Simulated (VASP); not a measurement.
CuI: single point with PBE

Crystal: CuI.

```
I Cu
1.0
     4.29780    0.00000    0.00000
     0.00000    4.29780    0.00000
     0.00000    0.00000   14.44071
I Cu
4 4
Cartesian
  0.0000 0.0000 1.3020
  2.1489 2.1489 4.3488
  0.0000 2.1489 8.2868
  2.1489 0.0000 11.3336
  0.0000 2.1489 2.5916
  2.1489 0.0000 5.6321
  0.0000 0.0000 7.0035
  2.1489 2.1489 10.0441
```

```
Program                : VASP 6.6.1
Task                   : single point
Functional             : PBE
Potentials or basis    : VASP PAW PBE potentials, release 64 (I, Cu)
Cutoff                 : 520 eV
k mesh                 : 6 × 6 × 3
Occupations            : gaussian, width 0.05 eV
Spin                   : no spin polarisation
Dipole correction      : no
Further INCAR settings : ALGO = Normal; EDIFF = 1e-06; NBANDS = 46
```

```json
{"Pressure": "0.5 GPa", "Largest force": "0.008 eV/Å", "Band gap on the k mesh": "zero (bands 36 and 37 overlap by 0.03 eV)"}
```

Forces on the atoms (eV/Å):
```
I    0.000  0.000 -0.003
I    0.000  0.000  0.001
I    0.000  0.000 -0.001
I    0.000  0.000  0.003
Cu   0.000  0.000 -0.002
Cu   0.000  0.000 -0.008
Cu   0.000  0.000  0.008
Cu   0.000  0.000  0.002
```

Stress tensor (GPa, compression positive):
```
0.11 0.00 0.00
0.00 1.39 0.00
0.00 0.00 0.12
```

Levels at points of the mesh, in eV from the Fermi level:
| k point | band 33 | band 34 | band 35 | band 36 | band 37 | band 38 | band 39 | band 40 |
| --- | --- | --- | --- | --- | --- | --- | --- | --- |
| (0.00, 0.00, 0.00) | -0.20 | -0.20 | -0.13 | 0.01 | 0.60 | 2.37 | 2.81 | 3.32 |
| (0.50, 0.00, 0.00) | -0.42 | -0.42 | -0.16 | -0.16 | 0.97 | 0.97 | 3.21 | 3.21 |
| (0.00, 0.50, 0.00) | -0.81 | -0.77 | -0.05 | 0.00 | 0.27 | 2.76 | 3.35 | 3.47 |
| (0.50, 0.50, 0.00) | -1.23 | -1.23 | -0.82 | -0.82 | 0.06 | 0.06 | 3.50 | 3.50 |

It took 5.3 min on 1 thread of Intel(R) Xeon(R) Platinum 8488C (Sapphire Rapids), with other jobs on the host, peak memory 0.52 GiB.

Caveat: semilocal functionals underestimate gaps, and a narrow one can read as zero; spin-orbit coupling is left out, which moves the levels of the heavy elements; this functional lacks dispersion, which binds layers or chains, so the pressure and a relaxed spacing across them are unreliable.
